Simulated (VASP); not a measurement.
Input of a VASP 6.6.1 run:

INCAR

```
PREC = Accurate
ENCUT = 520
EDIFF = 1E-7
ISMEAR = -1
SIGMA = 0.1
LREAL = False
LASPH = True
NELM = 100
ALGO = Normal
ISIF = 2
LWAVE = False
LCHARG = False
GGA = CA
NBANDS = 17
```

Contents of KPOINTS:

```
Automatic mesh
0
Gamma
  13 13 13
```

File POSCAR:

```
Pd
1.0
    0.0000000000      2.3691478690      2.3691478690
    2.3691478690      0.0000000000      2.3691478690
    2.3691478690      2.3691478690      0.0000000000
Pd
2
Direct
   -0.1250000000     -0.1250000000     -0.1250000000
    0.1250000000      0.1250000000      0.1250000000
```

Potentials or basis: VASP PAW LDA potentials, release 64 (Pd).

Launch:

```bash
$ cat potpaw_LDA.64/Pd/POTCAR > POTCAR
$ mpirun -np 1 vasp_std > vasp.out
```

Estimate the pressure.

166.3 GPa.

Estimate the band gap on the k mesh.

zero (band 10 reaches 13.18 eV, above the bottom of band 11 at 12.23 eV).
